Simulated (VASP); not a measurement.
# AlN (P6_3mc) in VASP: elastic constants with LDA

Aim: the elastic constants of AlN with LDA.

All numbers are computed with VASP 6.6.1; they aren't measurements. Logs are shortened: lines on timing, memory, paths and dates and some standing lists are left out, and cuts for length are marked.

## 1. The cell of the first run

It takes space group P6_3mc (No. 186, hexagonal). The conventional cell has a = 3.089 Å, b = 3.089 Å, c = 4.943 Å, α = 90.00°, β = 90.00°, γ = 120.00°. Al (site symmetry 3m) has 4 N at 1.88 to 1.89 Å within 2.5 Å. Within 2.5 Å of N (site symmetry 3m) lie 4 Al at 1.88 to 1.89 Å.

## 2. Elastic constants, LDA

Input file INCAR:

```
SYSTEM = AlN
PREC = Accurate ; ENCUT = 600
EDIFF = 1E-8 ; ISMEAR = 0
SIGMA = 0.01 ; LREAL = .FALSE.
LASPH = .TRUE. ; NELM = 60
ALGO = Normal ; ISIF = 3
LWAVE = .FALSE. ; LCHARG = .FALSE.
NBANDS = 16 ; IBRION = 6
NFREE = 2 ; POTIM = 0.015
NSW = 1
```

Input file KPOINTS:

```
Automatic mesh
0
G
  8 8 6
  0 0 0
```

Input file POSCAR:

```
AlN
1.0
    3.0887701900      0.0000000000      0.0000000000
   -1.5443850950      2.6749534510      0.0000000000
    0.0000000000      0.0000000000      4.9432633647
Al N
2 2
Direct
    0.3333333333      0.6666666667     -0.0009925721
    0.6666666667      0.3333333333      0.4990074279
    0.3333333333      0.6666666667      0.3809925721
    0.6666666667      0.3333333333      0.8809925721
```

Potentials or basis: VASP PAW LDA potentials, release 64 (Al, N).

Launch:

```sh
cat potpaw_LDA.64/Al/POTCAR potpaw_LDA.64/N/POTCAR > POTCAR
mpirun -np 1 vasp_std > vasp.out
```

OUTCAR:

```text
SYSTEM = AlN
   PREC = Accurate
   ENCUT = 600
   EDIFF = 1E-8
   ISMEAR = 0
   LREAL = .FALSE.
   LASPH = .TRUE.
   NELM = 60
   ISIF = 3
   IBRION = 6
   NFREE = 2
   POTIM = 0.015
   NSW = 1

 ion  position               nearest neighbor table
   1  0.333  0.667  0.999-   4 1.88   4 1.88   4 1.88   3 1.89   2 3.05   2 3.05   2 3.05   2 3.05
                             2 3.05   2 3.05
   2  0.667  0.333  0.499-   3 1.88   3 1.88   3 1.88   4 1.89   1 3.05   1 3.05   1 3.05   1 3.05
                             1 3.05   1 3.05
   3  0.333  0.667  0.381-   2 1.88   2 1.88   2 1.88   1 1.89
   4  0.667  0.333  0.881-   1 1.88   1 1.88   1 1.88   2 1.89

  LATTYP: Found a hexagonal cell.
 ALAT       =     3.0887701900
 C/A-ratio  =     1.6003985601

  Lattice vectors:

 A1 = (   3.0887701900,   0.0000000000,   0.0000000000)
 A2 = (  -1.5443850950,   2.6749534510,   0.0000000000)
 A3 = (   0.0000000000,   0.0000000000,   4.9432633647)

Analysis of symmetry for initial positions (statically):
=====================================================================
 Subroutine PRICEL returns:
 Original cell was already a primitive cell.

 Routine SETGRP: Setting up the symmetry group for a
 hexagonal supercell.

 Subroutine GETGRP returns: Found 12 space group operations
 (whereof  6 operations were pure point group operations)
 out of a pool of 24 trial point group operations.

The static configuration has the point symmetry C_3v.
 The point group associated with its full space group is C_6v.

Analysis of symmetry for dynamics (positions and initial velocities):
=====================================================================
 Subroutine PRICEL returns:
 Original cell was already a primitive cell.

 Routine SETGRP: Setting up the symmetry group for a
 hexagonal supercell.

 Subroutine GETGRP returns: Found 12 space group operations
 (whereof  6 operations were pure point group operations)
 out of a pool of 24 trial point group operations.

The dynamic configuration has the point symmetry C_3v.
 The point group associated with its full space group is C_6v.

 Subroutine INISYM returns: Found 12 space group operations
 (whereof  6 operations are pure point group operations),
 and found     1 'primitive' translations

----------------------------------------------------------------------------------------

                                     Primitive cell

  volume of cell :      40.8428

  direct lattice vectors                    reciprocal lattice vectors
     3.088770190  0.000000000  0.000000000     0.323753448  0.186919141  0.000000000
    -1.544385095  2.674953451  0.000000000     0.000000000  0.373838281  0.000000000
     0.000000000  0.000000000  4.943263365     0.000000000  0.000000000  0.202295513

  length of vectors
     3.088770190  3.088770190  4.943263365     0.373838281  0.373838281  0.202295513

  position of ions in fractional coordinates (direct lattice)
     0.333333333  0.666666667  0.999007428
     0.666666667  0.333333333  0.499007428
     0.333333333  0.666666667  0.380992572
     0.666666667  0.333333333  0.880992572

  ion indices of the primitive-cell ions
   primitive index   ion index
                 1           1
                 2           2
                 3           3
                 4           4

----------------------------------------------------------------------------------------

 KPOINTS: Automatic mesh

Automatic generation of k-mesh.
 Grid dimensions read from file:
 generate k-points for:    8    8    6

 Generating k-lattice:

  Cartesian coordinates                     Fractional coordinates (reciprocal lattice)
     0.040469181  0.023364893  0.000000000     0.125000000  0.000000000  0.000000000
     0.000000000  0.046729785  0.000000000     0.000000000  0.125000000  0.000000000
     0.000000000  0.000000000  0.033715919     0.000000000  0.000000000  0.166666667

  Length of vectors
     0.046729785  0.046729785  0.033715919

  Shift w.r.t. Gamma in fractional coordinates (k-lattice)
[... 70 lines left out ...]
   IMIX   =      4    mixing-type and parameters
     AMIX     =   0.40;   BMIX     =  1.00
     AMIX_MAG =   1.60;   BMIX_MAG =  1.00
  volume/ion in A,a.u.               =      10.21        68.91
  Fermi-wavevector in a.u.,A,eV,Ry     =   1.197870  2.263646 19.522893  1.434892
  Thomas-Fermi vector in A             =   2.333774
   LORBIT       =      0    0 simple, 1 ext, 2 COOP (PROOUT), +10 PAW based schemes
   GGA     = CA    functional components
   LHFCALC =     F    Hartree Fock is set to
   AEXX    =    0.0000 exact exchange contribution
   IVDW    =     0    specifies the selected vdW correction
   LEPSILON=     F    determine dielectric tensor
   LRPA    =     F    only Hartree local field effects (RPA)
 finite differences with symmetry
 non-spin polarized calculation
 Gauss-broadening in eV      SIGMA  =   0.01
  energy-cutoff  :      600.00
  volume of cell :       40.84
 maximum number of plane-waves:      1387
 NGX is ok and might be reduce to    28
   NGX = 13   NGY = 13   NGZ = 19

--------------------------------------- Ionic step        1  -------------------------------------------

 number of electron      15.9999999 magnetization

 Free energy of the ion-electron system (eV)
  ---------------------------------------------------
  ext. energy  EPLUGINS =         0.00000000
  ---------------------------------------------------
  free energy    TOTEN  =       -32.84219934 eV

  energy without entropy =      -32.84219934  energy(sigma->0) =      -32.84219934

------------------------ aborting loop because EDIFF is reached ----------------------------------------

  FORCE on cell =-STRESS in cart. coord.  units (eV):
  Direction    XX          YY          ZZ          XY          YZ          ZX
  --------------------------------------------------------------------------------------
  -------------------------------------------------------------------------------------
  Total        0.1410252      0.1410252      0.1358720      0.0000000     -0.0000000      0.0000000
  in kB        5.5321199      5.5321199      5.3299742      0.0000000     -0.0000000      0.0000000
  external PRESSURE =       5.4647380 kB  Pullay stress =       0.0000000 kB
[... 95 lines left out ...]
  FREE ENERGIE OF THE ION-ELECTRON SYSTEM (eV)
  ---------------------------------------------------
  free  energy   TOTEN  =       -32.8258499067 eV

  energy  without entropy=      -32.8258499067  energy(sigma->0) =      -32.82584991

[... ionic steps 4 to 18 ...]

--------------------------------------- Ionic step       19  -------------------------------------------

 number of electron      15.9999999 magnetization

------------------------ aborting loop because EDIFF is reached ----------------------------------------
[... 71 lines left out ...]
--------------------------------------- Ionic step       21  -------------------------------------------

 number of electron      16.0000000 magnetization

 Free energy of the ion-electron system (eV)
  ---------------------------------------------------
  ext. energy  EPLUGINS =         0.00000000
  ---------------------------------------------------
  free energy    TOTEN  =       -32.83984516 eV

  energy without entropy =      -32.83984516  energy(sigma->0) =      -32.83984516

 E-fermi :   6.1546     XC(G=0): -11.3431

 val. band max:        6.0899018033   @ k =   0.0000   0.0000   0.0000
 cond. band min:      10.5351884722   @ k =   0.0000   0.0000   0.0000
 fundamental gap:      4.4452866689
 Fermi energy:         6.1546118312

 k-point     1 :       0.0000    0.0000    0.0000
  band No.  band energies     occupation
      1      -9.0591      2.00000
      2      -6.7640      2.00000
      3      -0.0477      2.00000
      4       5.2344      2.00000
      5       5.2344      2.00000
      6       5.8964      2.00000
[... 433 lines left out ...]
      3       0.6999      2.00000
      4       1.3808      2.00000
      5       3.6228      2.00000
      6       4.4107      2.00000
[... 8 lines left out ...]
     15      18.3676      0.00000
     16      20.2558      0.00000

 [... further k-points ...]

------------------------ aborting loop because EDIFF is reached ----------------------------------------

  FORCE on cell =-STRESS in cart. coord.  units (eV):
  Direction    XX          YY          ZZ          XY          YZ          ZX
  --------------------------------------------------------------------------------------
  -------------------------------------------------------------------------------------
  Total        0.0524748      0.0524748      0.3440625     -0.0000000      0.0000000      0.0000000
  in kB        2.0584769      2.0584769     13.4968477     -0.0000000      0.0000000      0.0000000
  external PRESSURE =       5.8712672 kB  Pullay stress =       0.0000000 kB
[... 19 lines left out ...]
  FREE ENERGIE OF THE ION-ELECTRON SYSTEM (eV)
  ---------------------------------------------------
  free  energy   TOTEN  =       -32.8398451603 eV

  energy  without entropy=      -32.8398451603  energy(sigma->0) =      -32.83984516

 INTERNAL STRAIN TENSORS FROM STRAINED CELLS
 ============================================

 INTERNAL STRAIN TENSOR FOR ION    1 for displacements in x,y,z  (eV/Angst):
          X           Y           Z          XY          YZ          ZX
  --------------------------------------------------------------------------------
  x     0.00000    -0.00000    -0.00000    -9.67106     0.00000    -5.74491
  y    -9.69880     9.71866    -0.00000    -0.00004    -5.73676    -0.00001
  z    -5.99113    -6.00292    13.31656    -0.00034    -0.00613    -0.00020

 INTERNAL STRAIN TENSORS FROM DISPLACED ATOMS
 ============================================

 INTERNAL STRAIN TENSOR FOR ION    1 for displacements in x,y,z  (eV/Angst):
          X           Y           Z          XY          YZ          ZX
  --------------------------------------------------------------------------------
  x     0.00000     0.00000     0.00000    -9.68556     0.00000    -5.74046
  y    -9.68556     9.68556     0.00000     0.00000    -5.74046     0.00000
  z    -5.97336    -5.97336    13.25951    -0.00000     0.00000     0.00000

 INTERNAL STRAIN TENSOR FOR ION    4 for displacements in x,y,z  (eV/Angst):
          X           Y           Z          XY          YZ          ZX
  --------------------------------------------------------------------------------
  x     0.00000     0.00000     0.00000    11.27320     0.00000     5.74392
  y    11.27320   -11.27320     0.00000    -0.00000     5.74392     0.00000
  z     5.97810     5.97810   -13.26581     0.00000     0.00000     0.00000

 Eigenvectors and eigenvalues of the dynamical matrix
 ----------------------------------------------------

   1 f  =   21.992484 THz   138.182854 2PiTHz  733.590309 cm-1    90.953565 meV
             X         Y         Z           dx          dy          dz
     -0.000000  1.783302  4.938357     0.000000    0.000000    0.011036
      1.544385  0.891651  2.466725     0.000000    0.000000   -0.011036
     -0.000000  1.783302  1.883347    -0.000000   -0.000000   -0.707021
      1.544385  0.891651  4.354978    -0.000000   -0.000000    0.707021
[... 71 lines left out ...]
  12 f/i=    0.000937 THz     0.005888 2PiTHz    0.031257 cm-1     0.003875 meV
             X         Y         Z           dx          dy          dz
     -0.000000  1.783302  4.938357    -0.565819   -0.095143    0.000000
      1.544385  0.891651  2.466725    -0.565819   -0.095143    0.000000
     -0.000000  1.783302  1.883347    -0.407555   -0.068531    0.000000
      1.544385  0.891651  4.354978    -0.407555   -0.068531    0.000000

--------------------------------------------------------------------------------------------------------

 ELASTIC MODULI CONTR FROM IONIC RELAXATION (kBar)
 Direction    XX          YY          ZZ          XY          YZ          ZX
 --------------------------------------------------------------------------------
 XX        -801.2706    380.2383    467.2241      0.0000     -0.0000      0.0000
 YY         380.2383   -801.2706    467.2241     -0.0000      0.0000     -0.0000
 ZZ         467.2241    467.2241  -1036.9675     -0.0000      0.0000     -0.0000
 XY           0.0000     -0.0000     -0.0000   -590.7545      0.0000      0.0000
 YZ          -0.0000      0.0000      0.0000      0.0000   -162.7968      0.0000
 ZX           0.0000     -0.0000     -0.0000      0.0000      0.0000   -162.7968
 --------------------------------------------------------------------------------

 TOTAL ELASTIC MODULI (kBar)
 Direction    XX          YY          ZZ          XY          YZ          ZX
 --------------------------------------------------------------------------------
 XX        3985.9036   1463.8742   1140.4964      0.0000     -0.0000      0.0000
 YY        1463.8742   3985.9036   1140.4964     -0.0000      0.0000     -0.0000
 ZZ        1140.4964   1140.4964   3714.8364     -0.0000      0.0000     -0.0000
 XY           0.0000     -0.0000     -0.0000   1261.0147      0.0000      0.0000
 YZ          -0.0000      0.0000      0.0000      0.0000   1153.8331      0.0000
 ZX           0.0000     -0.0000     -0.0000      0.0000      0.0000   1153.8331
 --------------------------------------------------------------------------------
```

Run time: 15 min. Hardware: 1 thread of AMD EPYC 7R13 (Zen 3), shared host; peak memory 0.32 GiB.

Results:

```
Voigt bulk modulus                                      : 213 GPa
Highest phonon frequency at Γ, LO-TO splitting left out : 734 cm⁻¹
```

Phonon frequencies in cm⁻¹ (negative: imaginary):
```tsv
q point	frequencies
(0.000, 0.000, 0.000)	0 0 0 239 239 555 627 674 674 685 685 734
```

Elastic tensor in Voigt notation (GPa, in the Cartesian axes of the cell as first typed):
```
399 146 114   0   0   0
146 399 114   0   0   0
114 114 371   0   0   0
  0   0   0 115   0   0
  0   0   0   0 115   0
  0   0   0   0   0 126
```

Clamped-ion elastic tensor (GPa):
```
479 108  67   0   0   0
108 479  67   0   0   0
 67  67 475   0   0   0
  0   0   0 132   0   0
  0   0   0   0 132   0
  0   0   0   0   0 185
```
